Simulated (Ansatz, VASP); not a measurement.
One calculation of P, two programs

The input INCAR:

```
PREC = Accurate
ENCUT = 520
EDIFF = 1E-6
ISMEAR = 0
SIGMA = 0.15
LREAL = False
LASPH = True
NELM = 60
ALGO = Normal
ISIF = 2
LWAVE = False
LCHARG = True
GGA = PS
IVDW = 12
LELF = True
LVHAR = True
NBANDS = 8
```

File KPOINTS:

```
regular mesh
0
Gamma
  12 12 12
```

File POSCAR:

```
P
1.0
    4.2729048574      0.0000000000      0.0000000000
    0.0000000000      4.2729048574      0.0000000000
    0.0000000000      0.0000000000      4.3780000000
P
1
Direct
    0.0000000000      0.0000000000      0.0000000000
```

Input for Ansatz:

```yaml
crystal:
  lattice:
    - [4.2729048574, 0.0, 0.0]
    - [0.0, 4.2729048574, 0.0]
    - [0.0, 0.0, 4.378]
  atoms:
    - { symbol: P, position: [0.0, 0.0, 0.0] }
basis:
  ecutwfc: 420
kpoints:
  mp_grid: { grid: [12, 12, 12] }
hamiltonian:
  xc: pbesol
  dispersion: d3bj
scf:
  occupations: { method: gaussian, width: 0.15 }
output:
  forces: true
  stress: true
  eigenvalues: true
  write_density: true
  write_potential: true
  elf: true
  volumetric_format: npy
```

Alike in both runs: task single point; functional PBEsol; dispersion D3(BJ); k mesh 12 × 12 × 12; occupations gaussian, width 0.15 eV; no spin polarisation.

```csv
,VASP,Ansatz
version,VASP 6.6.1,Ansatz 0.2.0
potentials or method,"VASP PAW PBE potentials, release 64 (P), cutoff 520 eV","scalar-relativistic, plane waves, PAW"
valence electrons in the cell,5,5
```

```csv
,VASP,Ansatz,Ansatz less VASP
gap on the k mesh at the Fermi level (eV),none,none,-
pressure (GPa),-4.0,-4.0,+0.01
"traceless stress, the component that is largest in VASP (GPa)",0.28,0.28,0.000
```

VASP's potentials were made for PBE, not for PBEsol. A gap of «none» marks a metal or a gap that the smearing closes.
